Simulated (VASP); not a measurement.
# AlN in VASP: a series of runs

AlN is run at these levels: PBE; tasks: single point.

Everything below comes from runs of VASP 6.6.1. Logs are shortened: lines on timing, memory, paths and dates and some standing lists are left out, and cuts for length are marked.

### 1 The cell of the first run

The typed cell holds 4 atoms: a = 3.130 Å, b = 3.130 Å, c = 5.017 Å, α = 90.00°, β = 90.00°, γ = 120.00°.

### 2 Single point, PBE

Contents of INCAR:

```
SYSTEM = AlN
ALGO     = Normal         ! electronic algorithm
EDIFF    = 1E-6           ! SCF threshold, eV
ENCUT    = 600            ! plane-wave cutoff, eV
GGA      = PE             ! functional
GGA_COMPAT= .False.      
ISIF     = 2              ! what is computed and relaxed
ISMEAR   = -1             ! smearing method
LASPH    = .True.         ! aspherical terms in the spheres
LCHARG   = .True.         ! write CHGCAR
LELF     = .True.         ! ELF
LREAL    = .False.        ! projectors in reciprocal space
LVHAR    = .True.       
LWAVE    = .False.        ! write WAVECAR
NBANDS   = 16             ! bands
NELM     = 120            ! most SCF steps
PREC     = Accurate       ! precision mode
SIGMA    = 0.01           ! smearing width, eV
```

Contents of KPOINTS:

```
k-points
0
Gamma
  8 8 4
  0 0 0
```

Contents of POSCAR:

```
AlN
1.0
    3.1297569663      0.0000000289      0.0000000000
   -1.5648785082      2.7104490260      0.0000000000
    0.0000000000      0.0000000000      5.0174032534
Al N
2 2
Direct
    0.6671048056      0.3329323774      0.5000247799
    0.3329323767      0.6671048056      1.0000247801
    0.6639230870      0.3360397301      0.8799752205
    0.3360397294      0.6639230870      0.3799752203
```

Potentials or basis: VASP PAW PBE potentials, release 64 (Al, N).

Command:

```sh
cat potpaw_PBE.64/Al/POTCAR potpaw_PBE.64/N/POTCAR > POTCAR
mpirun -np 1 vasp_std > vasp.out
```

OUTCAR:

```text
SYSTEM = AlN
   EDIFF = 1E-6
   ENCUT = 600
   GGA = PE
   ISIF = 2
   ISMEAR = -1
   LASPH = .True.
   LREAL = .False.
   NELM = 120
   PREC = Accurate

 ion  position               nearest neighbor table
   1  0.667  0.333  0.500-   4 1.89   3 1.91   4 1.91   4 1.91   2 3.09   2 3.09   2 3.09   2 3.09
                             2 3.09   2 3.09
   2  0.333  0.667  0.000-   3 1.89   4 1.91   3 1.91   3 1.91   1 3.09   1 3.09   1 3.09   1 3.09
                             1 3.09   1 3.09
   3  0.664  0.336  0.880-   2 1.89   1 1.91   2 1.91   2 1.91
   4  0.336  0.664  0.380-   1 1.89   2 1.91   1 1.91   1 1.91

  LATTYP: Found a hexagonal cell.
 ALAT       =     3.1297569663
 C/A-ratio  =     1.6031287117

  Lattice vectors:

 A1 = (   3.1297569663,   0.0000000289,   0.0000000000)
 A2 = (  -1.5648785082,   2.7104490260,   0.0000000000)
 A3 = (   0.0000000000,   0.0000000000,   5.0174032534)

Analysis of symmetry for initial positions (statically):
=====================================================================
 Subroutine PRICEL returns:
 Original cell was already a primitive cell.

 Routine SETGRP: Setting up the symmetry group for a
 hexagonal supercell.

 Subroutine GETGRP returns: Found  2 space group operations
 (whereof  1 operations were pure point group operations)
 out of a pool of 24 trial point group operations.

The static configuration has the point symmetry C_1 .
 The point group associated with its full space group is C_1h.

Analysis of symmetry for dynamics (positions and initial velocities):
=====================================================================
 Subroutine PRICEL returns:
 Original cell was already a primitive cell.

 Routine SETGRP: Setting up the symmetry group for a
 hexagonal supercell.

 Subroutine GETGRP returns: Found  2 space group operations
 (whereof  1 operations were pure point group operations)
 out of a pool of 24 trial point group operations.

The dynamic configuration has the point symmetry C_1 .
 The point group associated with its full space group is C_1h.

 Subroutine INISYM returns: Found  2 space group operations
 (whereof  1 operations are pure point group operations),
 and found     1 'primitive' translations

----------------------------------------------------------------------------------------

                                     Primitive cell

  volume of cell :      42.5629

  direct lattice vectors                    reciprocal lattice vectors
     3.129756966  0.000000029  0.000000000     0.319513625  0.184471282  0.000000000
    -1.564878508  2.710449026  0.000000000    -0.000000003  0.368942557  0.000000000
     0.000000000  0.000000000  5.017403253     0.000000000  0.000000000  0.199306284

  length of vectors
     3.129756966  3.129756966  5.017403253     0.368942557  0.368942557  0.199306284

  position of ions in fractional coordinates (direct lattice)
     0.667104806  0.332932377  0.500024780
     0.332932377  0.667104806  0.000024780
     0.663923087  0.336039730  0.879975221
     0.336039729  0.663923087  0.379975220

  ion indices of the primitive-cell ions
   primitive index   ion index
                 1           1
                 2           2
                 3           3
                 4           4

----------------------------------------------------------------------------------------

 KPOINTS: k-points

Automatic generation of k-mesh.
 Grid dimensions read from file:
 generate k-points for:    8    8    4

 Generating k-lattice:

  Cartesian coordinates                     Fractional coordinates (reciprocal lattice)
     0.039939203  0.023058910  0.000000000     0.125000000  0.000000000  0.000000000
    -0.000000000  0.046117820  0.000000000     0.000000000  0.125000000  0.000000000
     0.000000000  0.000000000  0.049826571     0.000000000  0.000000000  0.250000000

  Length of vectors
     0.046117820  0.046117820  0.049826571

  Shift w.r.t. Gamma in fractional coordinates (k-lattice)
     0.000000000  0.000000000  0.000000000

 Subroutine IBZKPT returns following result:
 ===========================================

 Found     78 irreducible k-points:

 Following reciprocal coordinates:
            Coordinates               Weight
  0.000000  0.000000  0.000000      1.000000
  0.125000  0.000000  0.000000      4.000000
 -0.125000  0.125000  0.000000      2.000000
  0.250000  0.000000  0.000000      4.000000
 -0.250000  0.250000  0.000000      2.000000
  0.375000  0.000000  0.000000      4.000000
[... 16 lines left out ...]
  0.125000  0.000000  0.250000      4.000000
 -0.125000  0.125000  0.250000      4.000000
 [... further k-points ...]
   k-points           NKPTS =     78   k-points in BZ     NKDIM =     78   number of bands    NBANDS=     16
   number of dos      NEDOS =    301   number of ions     NIONS =      4
   total plane-waves  NPLWV =  31360
   dimension x,y,z NGX =    28 NGY =   28 NGZ =   40
   dimension x,y,z NGXF=    56 NGYF=   56 NGZF=   80
   ions per type =               2   2
   NGX,Y,Z   is equivalent  to a cutoff of  14.87, 14.87, 13.25 a.u.
   NGXF,Y,Z  is equivalent  to a cutoff of  29.75, 29.75, 26.51 a.u.
 SYSTEM =  AlN
   PREC   = accura    normal or accurate (medium, high low for compatibility)
   ISTART =      0    job   : 0-new  1-cont  2-samecut
   ICHARG =      2    charge: 1-file 2-atom 10-const
   ISPIN  =      1    spin polarized calculation?
   LNONCOLLINEAR =      F non collinear calculations
   LSORBIT =      F    spin-orbit coupling
   LASPH  =      T    aspherical Exc in radial PAW
   ENCUT  =  600.0 eV  44.10 Ry    6.64 a.u.   6.25  6.25 10.02*2*pi/ulx,y,z
   NELM   =    120;   NELMIN=  2; NELMDL= -5     # of ELM steps
   EDIFF  = 0.1E-05   stopping-criterion for ELM
   LREAL  =      F    real-space projection
   EDIFFG = 0.1E-04   stopping-criterion for IOM
   NSW    =      0    number of steps for IOM
   IBRION =     -1    ionic relax: 0-MD 1-quasi-New 2-CG
   NFREE  =      0    steps in history (QN), initial steepest desc. (CG)
   ISIF   =      2    stress and relaxation
   ISYM   =      2    0-nonsym 1-usesym 2-fastsym
   POTIM  = 0.5000    time-step for ionic-motion
   TEBEG  =    0.0;   TEEND  =   0.0 temperature during run
   PSTRESS=    0.0 pullay stress
   NELECT =      16.0000    total number of electrons
   NUPDOWN=      -1.0000    fix difference up-down
   EMIN   =  10.00;   EMAX   =-10.00  energy-range for DOS
   EFERMI =   0.00;   METHOD = LEGACY
   ISMEAR =    -1;   SIGMA  =   0.01  broadening in eV -4-tet -1-fermi 0-gaus
   EFERMI_NEDOS =   21; number of points for ismear=-14 and -15
   IALGO  =     38    algorithm
   IMIX   =      4    mixing-type and parameters
     AMIX     =   0.40;   BMIX     =  1.00
     AMIX_MAG =   1.60;   BMIX_MAG =  1.00
  volume/ion in A,a.u.               =      10.64        71.81
  Fermi-wavevector in a.u.,A,eV,Ry     =   1.181511  2.232733 18.993310  1.395969
  Thomas-Fermi vector in A             =   2.317783
   LORBIT       =      0    0 simple, 1 ext, 2 COOP (PROOUT), +10 PAW based schemes
   GGA     = PE    functional components
   LHFCALC =     F    Hartree Fock is set to
   AEXX    =    0.0000 exact exchange contribution
   IVDW    =     0    specifies the selected vdW correction
   LEPSILON=     F    determine dielectric tensor
   LRPA    =     F    only Hartree local field effects (RPA)
 non-spin polarized calculation
  energy-cutoff  :      600.00
  volume of cell :       42.56
 maximum number of plane-waves:      1436
 NGX is ok and might be reduce to    28
   NGX = 13   NGY = 13   NGZ = 21

 number of electron      15.9999998 magnetization

 Free energy of the ion-electron system (eV)
  ---------------------------------------------------
  ext. energy  EPLUGINS =         0.00000000
  ---------------------------------------------------
  free energy    TOTEN  =       -29.77996404 eV

  energy without entropy =      -29.77996404  energy(sigma->0) =      -29.77996404

 E-fermi :   6.1411     XC(G=0): -10.8289

 val. band max:        5.9435849074   @ k =   0.0000   0.0000   0.0000
 cond. band min:      10.0126306413   @ k =   0.0000   0.0000   0.0000
 fundamental gap:      4.0690457339
 Fermi energy:         6.1410657426

 k-point     1 :       0.0000    0.0000    0.0000
  band No.  band energies     occupation
      1      -9.1025      2.00000
      2      -7.0174      2.00000
      3       0.0509      2.00000
      4       5.0967      2.00000
      5       5.1703      2.00000
      6       5.7691      2.00000
[... 8 lines left out ...]
     15      18.8668      0.00000
     16      19.0399      0.00000

 k-point     2 :       0.1250    0.0000    0.0000
  band No.  band energies     occupation
      1      -8.9094      2.00000
      2      -6.9098      2.00000
      3       0.2829      2.00000
      4       4.2774      2.00000
      5       4.8808      2.00000
      6       4.9582      2.00000
[... 8 lines left out ...]
     15      18.6605      0.00000
     16      18.9248      0.00000

 k-point     3 :      -0.1250    0.1250    0.0000
  band No.  band energies     occupation
      1      -8.9087      2.00000
      2      -6.9106      2.00000
      3       0.2839      2.00000
      4       4.2535      2.00000
      5       4.9245      2.00000
      6       4.9303      2.00000
[... 8 lines left out ...]
     15      18.7437      0.00000
     16      18.8842      0.00000

 k-point     4 :       0.2500    0.0000    0.0000
  band No.  band energies     occupation
      1      -8.3720      2.00000
      2      -6.6556      2.00000
      3       0.9484      2.00000
      4       2.5619      2.00000
      5       3.5500      2.00000
      6       4.4245      2.00000
[... 8 lines left out ...]
     15      17.9693      0.00000
     16      19.1085      0.00000

 k-point     5 :      -0.2500    0.2500    0.0000
  band No.  band energies     occupation
      1      -8.3684      2.00000
      2      -6.6604      2.00000
      3       0.9541      2.00000
      4       2.5748      2.00000
      5       3.4970      2.00000
      6       4.4591      2.00000
[... 8 lines left out ...]
     15      17.8184      0.00000
     16      19.1630      0.00000

 k-point     6 :       0.3750    0.0000    0.0000
  band No.  band energies     occupation
      1      -7.6499      2.00000
      2      -6.4690      2.00000
      3       1.1248      2.00000
      4       1.9207      2.00000
      5       2.3703      2.00000
      6       4.0512      2.00000
[... 8 lines left out ...]
     15      18.1211      0.00000
     16      20.6272      0.00000
[... 267 lines left out ...]
 k-point    21 :       0.3750    0.3750    0.0000
  band No.  band energies     occupation
      1      -6.8404      2.00000
      2      -6.5680      2.00000
      3       1.1356      2.00000
      4       2.1684      2.00000
      5       2.4117      2.00000
      6       3.2537      2.00000
[... 8 lines left out ...]
     15      18.8510      0.00000
     16      20.1180      0.00000

 k-point    22 :       0.0000    0.0000    0.2500
  band No.  band energies     occupation
      1      -8.8713      2.00000
      2      -7.4351      2.00000
      3       0.8284      2.00000
      4       4.7458      2.00000
      5       5.1908      2.00000
      6       5.2561      2.00000
[... 8 lines left out ...]
     15      18.1661      0.00000
     16      18.2845      0.00000

 k-point    23 :       0.1250    0.0000    0.2500
  band No.  band energies     occupation
      1      -8.6844      2.00000
      2      -7.3031      2.00000
      3       0.9838      2.00000
      4       4.1778      2.00000
      5       4.5402      2.00000
      6       4.9944      2.00000
[... 8 lines left out ...]
     15      18.2808      0.00000
     16      18.5479      0.00000

 k-point    24 :      -0.1250    0.1250    0.2500
  band No.  band energies     occupation
      1      -8.6838      2.00000
      2      -7.3035      2.00000
      3       0.9826      2.00000
      4       4.1711      2.00000
      5       4.4980      2.00000
      6       5.0352      2.00000
[... 8 lines left out ...]
     15      18.3139      0.00000
     16      18.4841      0.00000

 [... further k-points ...]

------------------------ aborting loop because EDIFF is reached ----------------------------------------

  FORCE on cell =-STRESS in cart. coord.  units (eV):
  Direction    XX          YY          ZZ          XY          YZ          ZX
  --------------------------------------------------------------------------------------
  -------------------------------------------------------------------------------------
  Total       -0.0312218     -0.2799759      0.1130488     -0.2154273     -0.0009210     -0.0005317
  in kB       -1.1752708    -10.5390226      4.2554520     -8.1092465     -0.0346677     -0.0200154
  external PRESSURE =      -2.4862805 kB  Pullay stress =       0.0000000 kB

 VOLUME and BASIS-vectors are now :
 -----------------------------------------------------------------------------
  energy-cutoff  :      600.00
  volume of cell :       42.56
      direct lattice vectors                 reciprocal lattice vectors
     3.129756966  0.000000029  0.000000000     0.319513625  0.184471282  0.000000000
    -1.564878508  2.710449026  0.000000000    -0.000000003  0.368942557  0.000000000
     0.000000000  0.000000000  5.017403253     0.000000000  0.000000000  0.199306284

 POSITION                                       TOTAL-FORCE (eV/Angst)
 -----------------------------------------------------------------------------------
      1.56688      0.90240      2.50883         0.114639     -0.067995     -0.094152
     -0.00194      1.80815      0.00012        -0.116205      0.065283     -0.094152
      1.55206      0.91082      4.41519         0.180388     -0.102339      0.094152
      0.01276      1.79953      1.90649        -0.178822      0.105052      0.094152
 -----------------------------------------------------------------------------------
    total drift:                                0.000002      0.000002      0.000477

  FREE ENERGIE OF THE ION-ELECTRON SYSTEM (eV)
  ---------------------------------------------------
  free  energy   TOTEN  =       -29.7799640410 eV

  energy  without entropy=      -29.7799640410  energy(sigma->0) =      -29.77996404
```

Wall time 73 s (1 thread of Intel Xeon Platinum 8259CL at 2.50GHz (Skylake/Cascade Lake), shared host); peak memory 0.2 GiB.

Results:

| Quantity | Value |
| --- | --- |
| Free energy | -29.7800 eV |
| Pressure | -0.2 GPa |
| Largest force | 0.228 eV/Å |
| Band gap on the k mesh | 4.07 eV |

Forces in eV/Å, atoms in the order of the input:
```
Al   0.115 -0.068 -0.094
Al  -0.116  0.065 -0.094
N    0.180 -0.102  0.094
N   -0.179  0.105  0.094
```

Levels at points of the mesh, in eV from the valence-band top:
```tsv
k point	band 5	band 6	band 7	band 8	band 9	band 10	band 11	band 12
(0.00, 0.00, 0.00)	-0.77	-0.17	-0.16	0.00	4.07	6.53	10.46	11.02
(0.50, 0.00, 0.00)	-3.30	-2.03	-1.70	-0.66	5.72	5.80	8.03	10.18
(0.50, 0.50, 0.00)	-3.24	-2.00	-1.81	-0.63	5.75	5.88	8.09	10.15
(0.00, 0.00, 0.50)	-0.52	-0.52	-0.47	-0.47	6.33	6.33	10.19	10.19
(0.50, 0.00, 0.50)	-1.42	-1.42	-1.34	-1.34	5.28	5.28	9.17	9.17
(0.50, 0.50, 0.50)	-1.39	-1.39	-1.31	-1.31	5.23	5.23	9.20	9.20
```

### 3 Single point, PBE

Contents of INCAR:

```
SYSTEM = AlN
PREC     = Accurate       ! precision mode
ENCUT    = 600            ! plane-wave cutoff, eV
EDIFF    = 1E-6           ! SCF threshold, eV
ISMEAR   = 0              ! smearing method
SIGMA    = 0.01           ! smearing width, eV
LREAL    = .FALSE.        ! projectors in reciprocal space
LASPH    = .TRUE.         ! aspherical terms in the spheres
NELM     = 120            ! most SCF steps
ALGO     = Normal         ! electronic algorithm
ISIF     = 2              ! what is computed and relaxed
LWAVE    = .FALSE.        ! write WAVECAR
LCHARG   = .FALSE.        ! write CHGCAR
GGA      = PE             ! functional
NBANDS   = 16             ! bands
GGA_COMPAT= .FALSE.
```

Contents of KPOINTS:

```
regular mesh
0
G
  10 10 6
  0 0 0
```

POSCAR is that of step 2.

Potentials or basis: VASP PAW PBE potentials, release 64 (Al, N).

Command:

```sh
cat potpaw_PBE.64/Al/POTCAR potpaw_PBE.64/N/POTCAR > POTCAR
mpirun -np 1 vasp_std > vasp.out
```

Wall time 2.2 min (1 thread of Intel Xeon Platinum 8259CL at 2.50GHz (Skylake/Cascade Lake), shared host); peak memory 0.26 GiB.

It converged, with:

```yaml
Free_energy: -29.7801 eV
Pressure: -0.2 GPa
Largest_force: 0.228 eV/Å
Band_gap_on_the_k_mesh: 4.07 eV
```

Forces in eV/Å, atoms in the order of the input:
```
Al   0.115 -0.068 -0.094
Al  -0.116  0.065 -0.094
N    0.180 -0.102  0.094
N   -0.179  0.105  0.094
```

Stress tensor (GPa, compression positive):
```
-0.12 -0.81  0.00
-0.81 -1.06  0.00
 0.00  0.00  0.43
```

Levels at points of the mesh, in eV from the valence-band top:
| k point | band 5 | band 6 | band 7 | band 8 | band 9 | band 10 | band 11 | band 12 |
| --- | --- | --- | --- | --- | --- | --- | --- | --- |
| (0.00, 0.00, 0.00) | -0.77 | -0.17 | -0.16 | 0.00 | 4.07 | 6.53 | 10.46 | 11.02 |
| (0.50, 0.00, 0.00) | -3.30 | -2.03 | -1.70 | -0.66 | 5.72 | 5.80 | 8.03 | 10.18 |
| (0.50, 0.50, 0.00) | -3.24 | -2.00 | -1.81 | -0.63 | 5.75 | 5.88 | 8.09 | 10.15 |
| (0.00, 0.00, 0.50) | -0.52 | -0.52 | -0.47 | -0.47 | 6.33 | 6.33 | 10.19 | 10.19 |
| (0.50, 0.00, 0.50) | -1.42 | -1.42 | -1.34 | -1.34 | 5.28 | 5.28 | 9.17 | 9.17 |
| (0.50, 0.50, 0.50) | -1.39 | -1.39 | -1.31 | -1.31 | 5.23 | 5.23 | 9.20 | 9.20 |

A k mesh can miss the band edges.
